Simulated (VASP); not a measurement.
A run of VASP 6.6.1 is set up as follows.

INCAR

```
SYSTEM = Co
PREC = Accurate
ENCUT = 520
EDIFF = 1E-6
ISMEAR = -1
SIGMA = 0.1
LREAL = .False.
LASPH = .True.
NELM = 200
ALGO = Normal
ISIF = 2
LWAVE = .False.
LCHARG = .False.
ISPIN = 2
MAGMOM = 1 -1
LORBIT = 11
LMAXMIX = 4
GGA = PE
NBANDS = 20
GGA_COMPAT = .False.
```

KPOINTS

```
regular mesh
0
Gamma
  1 1 1
  0 0 0
```

The input POSCAR:

```
Co
1.0
    8.1000081000      0.0000000000      0.0000000000
    0.0000000000      8.4000084000      0.0000000000
    0.0000000000      0.0000000000      9.6000096000
Co
2
Direct
    0.5000000000      0.5000000000      0.3735000000
    0.5000000000      0.5000000000      0.6265000000
```

Potentials or basis: VASP PAW PBE potentials, release 64 (Co).

Run with:

```console
$ cat potpaw_PBE.64/Co/POTCAR > POTCAR
$ mpirun -np 1 vasp_gam > vasp.out
```

Estimate the net moment.

0.00 μB per cell.

What does it give for the largest force?

1.104 eV/Å.

Forces on the atoms (eV/Å):
```
Co   0.000  0.000  1.104
Co   0.000  0.000 -1.104
```
